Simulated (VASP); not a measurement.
# Ti3N5 in VASP: further runs

The runs below take Ti3N5 through single point, with PBE.

Everything below comes from runs of VASP 6.6.1. Logs are shortened: lines on timing, memory, paths and dates and some standing lists are left out, and cuts for length are marked.

### 1 The cell of the first run

The cell holds a slab with vacuum, 8 atoms: a = 3.003 Å, b = 3.003 Å, c = 24.123 Å, α = 90.00°, β = 90.00°, γ = 120.00°.

### 2 Single point, PBE, collinear spin

Input file INCAR:

```
ALGO = Normal ; DIPOL = 0.5 0.5 0.347
EDIFF = 1E-7 ; ENCUT = 520
GGA = PE ; IDIPOL = 3
ISIF = 2 ; ISMEAR = 0
ISPIN = 2 ; LASPH = True
LCHARG = False ; LDIPOL = True
LMAXMIX = 4 ; LORBIT = 11
LREAL = False ; LWAVE = False
MAGMOM = 0 0 0 0 3 0 0 0 ; NBANDS = 44
NELM = 150 ; PREC = Accurate
SIGMA = 0.1
```

Input file KPOINTS:

```
k-points
0
Gamma
  9 9 1
```

Input file POSCAR:

```
Ti3N5
1.0
    3.0028555063      0.0000000000      0.0000000000
   -1.5014277532      2.6005491524      0.0000000000
    0.0000000000      0.0000000000     24.1233847547
N Ti
5 3
Direct
    0.3333333333      0.6666666667      0.1658142106
    0.0000000000      0.0000000000      0.2674509120
    0.6666666667      0.3333333333      0.3654788005
    0.3333333333      0.6666666667      0.4611038156
    0.3333333333      0.6666666667      0.5477417406
    0.6666666667      0.3333333333      0.2166325614
    0.3333333333      0.6666666667      0.3190139885
    0.0000000000      0.0000000000      0.4290633808
```

Potentials or basis: VASP PAW PBE potentials, release 64 (N, Ti_sv).

Command:

```console
$ cat potpaw_PBE.64/N/POTCAR potpaw_PBE.64/Ti_sv/POTCAR > POTCAR
$ mpirun -np 1 vasp_std > vasp.out
```

OUTCAR:

```text
EDIFF = 1E-7
   ENCUT = 520
   GGA = PE
   ISIF = 2
   ISMEAR = 0
   ISPIN = 2
   LASPH = True
   LORBIT = 11
   LREAL = False
   NELM = 150
   PREC = Accurate

 ion  position               nearest neighbor table
   1  0.333  0.667  0.166-   6 2.12   6 2.12   6 2.12
   2  0.000  0.000  0.267-   6 2.12   6 2.12   6 2.12   7 2.13   7 2.13   7 2.13
   3  0.667  0.333  0.365-   7 2.06   7 2.06   7 2.06   8 2.31   8 2.31   8 2.31
   4  0.333  0.667  0.461-   8 1.90   8 1.90   8 1.90
   5  0.333  0.667  0.548-
   6  0.667  0.333  0.217-   2 2.12   2 2.12   2 2.12   1 2.12   1 2.12   1 2.12
   7  0.333  0.667  0.319-   3 2.06   3 2.06   3 2.06   2 2.13   2 2.13   2 2.13
   8  0.000  0.000  0.429-   4 1.90   4 1.90   4 1.90   3 2.31   3 2.31   3 2.31

  LATTYP: Found a hexagonal cell.
 ALAT       =     3.0028555063
 C/A-ratio  =     8.0334816990

  Lattice vectors:

 A1 = (   3.0028555063,   0.0000000000,   0.0000000000)
 A2 = (  -1.5014277532,   2.6005491524,   0.0000000000)
 A3 = (   0.0000000000,   0.0000000000,  24.1233847547)

Analysis of symmetry for initial positions (statically):
=====================================================================
 Subroutine PRICEL returns:
 Original cell was already a primitive cell.

 Routine SETGRP: Setting up the symmetry group for a
 hexagonal supercell.

 Subroutine GETGRP returns: Found  6 space group operations
 (whereof  6 operations were pure point group operations)
 out of a pool of 24 trial point group operations.

The static configuration has the point symmetry C_3v.

Analysis of symmetry for dynamics (positions and initial velocities):
=====================================================================
 Subroutine PRICEL returns:
 Original cell was already a primitive cell.

 Routine SETGRP: Setting up the symmetry group for a
 hexagonal supercell.

 Subroutine GETGRP returns: Found  6 space group operations
 (whereof  6 operations were pure point group operations)
 out of a pool of 24 trial point group operations.

The dynamic configuration has the point symmetry C_3v.

Analysis of structural, dynamic, and magnetic symmetry:
=====================================================================
 Subroutine PRICEL returns:
 Original cell was already a primitive cell.

 Routine SETGRP: Setting up the symmetry group for a
 hexagonal supercell.

 Subroutine GETGRP returns: Found  6 space group operations
 (whereof  6 operations were pure point group operations)
 out of a pool of 24 trial point group operations.

The overall configuration has the point symmetry C_3v.

 Subroutine INISYM returns: Found  6 space group operations
 (whereof  6 operations are pure point group operations),
 and found     1 'primitive' translations

----------------------------------------------------------------------------------------

                                     Primitive cell

  volume of cell :     188.3813

  direct lattice vectors                    reciprocal lattice vectors
     3.002855506  0.000000000  0.000000000     0.333016357  0.192267083  0.000000000
    -1.501427753  2.600549152  0.000000000     0.000000000  0.384534166  0.000000000
     0.000000000  0.000000000 24.123384755     0.000000000  0.000000000  0.041453553

  length of vectors
     3.002855506  3.002855506 24.123384755     0.384534166  0.384534166  0.041453553

  position of ions in fractional coordinates (direct lattice)
     0.333333333  0.666666667  0.165814211
     0.000000000  0.000000000  0.267450912
     0.666666667  0.333333333  0.365478800
     0.333333333  0.666666667  0.461103816
     0.333333333  0.666666667  0.547741741
     0.666666667  0.333333333  0.216632561
     0.333333333  0.666666667  0.319013988
     0.000000000  0.000000000  0.429063381

  ion indices of the primitive-cell ions
   primitive index   ion index
                 1           1
                 2           2
                 3           3
                 4           4
                 5           5
                 6           6
                 7           7
                 8           8

----------------------------------------------------------------------------------------

 KPOINTS: k-points

Automatic generation of k-mesh.
 Grid dimensions read from file:
 generate k-points for:    9    9    1

 Generating k-lattice:

  Cartesian coordinates                     Fractional coordinates (reciprocal lattice)
     0.037001817  0.021363009  0.000000000     0.111111111 -0.000000000  0.000000000
     0.000000000  0.042726018  0.000000000     0.000000000  0.111111111  0.000000000
     0.000000000  0.000000000  0.041453553     0.000000000  0.000000000  1.000000000

  Length of vectors
     0.042726018  0.042726018  0.041453553

  Shift w.r.t. Gamma in fractional coordinates (k-lattice)
     0.000000000  0.000000000  0.000000000

 Subroutine IBZKPT returns following result:
 ===========================================

 Found     12 irreducible k-points:

 Following reciprocal coordinates:
            Coordinates               Weight
  0.000000  0.000000  0.000000      1.000000
  0.111111 -0.000000  0.000000      6.000000
  0.222222  0.000000  0.000000      6.000000
  0.333333 -0.000000  0.000000      6.000000
  0.444444  0.000000  0.000000      6.000000
  0.111111  0.111111  0.000000      6.000000
  0.222222  0.111111  0.000000     12.000000
  0.333333  0.111111  0.000000     12.000000
  0.444444  0.111111  0.000000      6.000000
  0.222222  0.222222  0.000000      6.000000
  0.333333  0.222222  0.000000     12.000000
  0.333333  0.333333  0.000000      2.000000
   k-points           NKPTS =     12   k-points in BZ     NKDIM =     12   number of bands    NBANDS=     44
   number of dos      NEDOS =    301   number of ions     NIONS =      8
   total plane-waves  NPLWV = 103680
   dimension x,y,z NGX =    24 NGY =   24 NGZ =  180
   dimension x,y,z NGXF=    48 NGYF=   48 NGZF=  360
   ions per type =               5   3
   NGX,Y,Z   is equivalent  to a cutoff of  13.29, 13.29, 12.40 a.u.
   NGXF,Y,Z  is equivalent  to a cutoff of  26.57, 26.57, 24.81 a.u.
 SYSTEM =  unknown system
   PREC   = accura    normal or accurate (medium, high low for compatibility)
   ISTART =      0    job   : 0-new  1-cont  2-samecut
   ICHARG =      2    charge: 1-file 2-atom 10-const
   ISPIN  =      2    spin polarized calculation?
   LNONCOLLINEAR =      F non collinear calculations
   LSORBIT =      F    spin-orbit coupling
   LASPH  =      T    aspherical Exc in radial PAW
   ENCUT  =  520.0 eV  38.22 Ry    6.18 a.u.   5.58  5.58 44.85*2*pi/ulx,y,z
   NELM   =    150;   NELMIN=  2; NELMDL= -5     # of ELM steps
   EDIFF  = 0.1E-06   stopping-criterion for ELM
   LREAL  =      F    real-space projection
   EDIFFG = 0.1E-05   stopping-criterion for IOM
   NSW    =      0    number of steps for IOM
   IBRION =     -1    ionic relax: 0-MD 1-quasi-New 2-CG
   NFREE  =      0    steps in history (QN), initial steepest desc. (CG)
   ISIF   =      2    stress and relaxation
   ISYM   =      2    0-nonsym 1-usesym 2-fastsym
   POTIM  = 0.5000    time-step for ionic-motion
   TEBEG  =    0.0;   TEEND  =   0.0 temperature during run
   PSTRESS=    0.0 pullay stress
   NELECT =      61.0000    total number of electrons
   NUPDOWN=      -1.0000    fix difference up-down
   EMIN   =  10.00;   EMAX   =-10.00  energy-range for DOS
   EFERMI =   0.00;   METHOD = LEGACY
   ISMEAR =     0;   SIGMA  =   0.10  broadening in eV -4-tet -1-fermi 0-gaus
   EFERMI_NEDOS =   21; number of points for ismear=-14 and -15
   IALGO  =     38    algorithm
   IMIX   =      4    mixing-type and parameters
     AMIX     =   0.40;   BMIX     =  1.00
     AMIX_MAG =   1.60;   BMIX_MAG =  1.00
  volume/ion in A,a.u.               =      23.55       158.91
  Fermi-wavevector in a.u.,A,eV,Ry     =   1.124188  2.124407 17.195018  1.263798
  Thomas-Fermi vector in A             =   2.260858
   LORBIT       =     11    0 simple, 1 ext, 2 COOP (PROOUT), +10 PAW based schemes
   GGA     = PE    functional components
   LHFCALC =     F    Hartree Fock is set to
   AEXX    =    0.0000 exact exchange contribution
   IVDW    =     0    specifies the selected vdW correction
   LEPSILON=     F    determine dielectric tensor
   LRPA    =     F    only Hartree local field effects (RPA)
 spin polarized calculation
 Gauss-broadening in eV      SIGMA  =   0.10
  energy-cutoff  :      520.00
  volume of cell :      188.38
 maximum number of plane-waves:      5137
 NGX is ok and might be reduce to    24
   NGX = 11   NGY = 11   NGZ = 89

 dipolmoment           0.000000      0.000000      0.110254 electrons x Angstroem

 number of electron      61.0000013 magnetization       2.8357413

 dipolmoment           0.000000      0.000000     -0.070468 electrons x Angstroem

 Free energy of the ion-electron system (eV)
  ---------------------------------------------------
  ext. energy  EPLUGINS =         0.00000000
  ---------------------------------------------------
  free energy    TOTEN  =       -67.26677162 eV

  energy without entropy =      -67.25532467  energy(sigma->0) =      -67.26104815

 E-fermi :  -0.8152     XC(G=0):  -5.7917

 val. band max:       -0.8496288371   @ k =   0.1111  -0.0000   0.0000
 cond. band min:      -0.8116365470   @ k =   0.3333  -0.0000   0.0000
 fundamental gap:      0.0379922901
 Fermi energy:        -0.8151926997

 spin component 1

 k-point     1 :       0.0000    0.0000    0.0000
  band No.  band energies     occupation
      1     -58.7360      1.00000
      2     -58.3172      1.00000
      3     -57.4464      1.00000
      4     -35.0849      1.00000
      5     -34.7796      1.00000
      6     -34.7796      1.00000
[... 34 lines left out ...]
     41       2.5441      0.00000
     42       2.6034      0.00000
[... 453 lines left out ...]
      1     -58.6647      1.00000
      2     -58.2415      1.00000
      3     -57.3775      1.00000
      4     -35.1166      1.00000
      5     -35.1010      1.00000
      6     -34.9484      1.00000
[... 34 lines left out ...]
     41       2.4444      0.00000
     42       3.1167      0.00000
 Fermi energy:        -0.8151926997

 spin component 2

 k-point     1 :       0.0000    0.0000    0.0000
  band No.  band energies     occupation
      1     -58.7404      1.00000
      2     -58.1429      1.00000
      3     -57.4447      1.00000
      4     -35.0892      1.00000
      5     -34.7809      1.00000
      6     -34.7809      1.00000
[... 34 lines left out ...]
     41       2.8138      0.00000
     42       2.8138      0.00000
[... 453 lines left out ...]
      1     -58.6693      1.00000
      2     -58.0666      1.00000
      3     -57.3758      1.00000
      4     -35.1169      1.00000
      5     -35.1010      1.00000
      6     -34.9530      1.00000
[... 34 lines left out ...]
     41       2.9765      0.00000
     42       3.1650      0.00000
 [bands above 42 left out]

------------------------ aborting loop because EDIFF is reached ----------------------------------------

 vacuum level on the upper side and lower side of the slab       (xc-potential included)        -0.799         0.807

  FORCE on cell =-STRESS in cart. coord.  units (eV):
  Direction    XX          YY          ZZ          XY          YZ          ZX
  --------------------------------------------------------------------------------------
  -------------------------------------------------------------------------------------
  Total        2.6058116      2.6058116     -3.2891937     -0.0000000      0.0000000      0.0000000
  in kB       22.1623517     22.1623517    -27.9744972     -0.0000000      0.0000000      0.0000000
  external PRESSURE =       5.4500687 kB  Pullay stress =       0.0000000 kB

 VOLUME and BASIS-vectors are now :
 -----------------------------------------------------------------------------
  energy-cutoff  :      520.00
  volume of cell :      188.38
      direct lattice vectors                 reciprocal lattice vectors
     3.002855506  0.000000000  0.000000000     0.333016357  0.192267083  0.000000000
    -1.501427753  2.600549152  0.000000000     0.000000000  0.384534166  0.000000000
     0.000000000  0.000000000 24.123384755     0.000000000  0.000000000  0.041453553

 POSITION                                       TOTAL-FORCE (eV/Angst)
 -----------------------------------------------------------------------------------
     -0.00000      1.73370      4.00000         0.000000     -0.000000      4.355891
      0.00000      0.00000      6.45182         0.000000     -0.000000      1.234989
      1.50143      0.86685      8.81659        -0.000000      0.000000      0.678907
     -0.00000      1.73370     11.12338         0.000000     -0.000000      1.211685
     -0.00000      1.73370     13.21338        -0.000000      0.000000      0.034100
      1.50143      0.86685      5.22591         0.000000     -0.000000     -5.685399
     -0.00000      1.73370      7.69570         0.000000      0.000000     -0.053722
      0.00000      0.00000     10.35046        -0.000000     -0.000000     -1.776451
 -----------------------------------------------------------------------------------
    total drift:                                0.000001     -0.000000      0.000078

  FREE ENERGIE OF THE ION-ELECTRON SYSTEM (eV)
  ---------------------------------------------------
  free  energy   TOTEN  =       -67.2667716239 eV

  energy  without entropy=      -67.2553246688  energy(sigma->0) =      -67.26104815

 vacuum level on the upper side and lower side of the slab         5.566         7.144

 total charge

# of ion       s       p       d       tot
------------------------------------------
    1        1.311   2.200   0.000   3.511
    2        1.253   2.497   0.000   3.750
    3        1.250   2.478   0.000   3.728
    4        1.298   2.458   0.000   3.756
    5        1.371   1.920   0.000   3.291
    6        2.193   6.225   1.893  10.312
    7        2.198   6.253   1.906  10.357
    8        2.230   6.267   1.980  10.476
--------------------------------------------------
tot         13.104  30.297   5.779  49.180

 magnetization (x)

# of ion       s       p       d       tot
------------------------------------------
    1       -0.000  -0.007   0.000  -0.008
    2        0.000   0.006   0.000   0.006
    3        0.001   0.009   0.000   0.010
    4        0.010  -0.025   0.000  -0.015
    5        0.043   1.735   0.000   1.778
    6       -0.000   0.000   0.001   0.002
    7       -0.000   0.000  -0.004  -0.004
    8        0.004   0.003   0.173   0.180
--------------------------------------------------
tot          0.058   1.722   0.170   1.950
```

Wall time 14 min (1 thread of Oxide Virtual Turin-like, shared host); peak memory 0.44 GiB.

Results:

```yaml
Free_energy: -67.2668 eV
Largest_force: 5.685 eV/Å
Net_moment: 2.84 μB per cell
Site_moments: N -0.01, +0.01, +1.78 (each value once); Ti +0.00, -0.00, +0.18 μB
Valence_electrons_inside_the_program's_atomic_spheres: N 3.51, 3.75, 3.73, 3.76, 3.29; Ti 10.31, 10.36, 10.48
```

Forces in eV/Å, atoms in the order of the input:
```
N    0.000  0.000  4.356
N    0.000  0.000  1.235
N    0.000  0.000  0.679
N    0.000  0.000  1.212
N    0.000  0.000  0.034
Ti   0.000  0.000 -5.685
Ti   0.000  0.000 -0.054
Ti   0.000  0.000 -1.776
```

(Continued in part 2 of 2.)
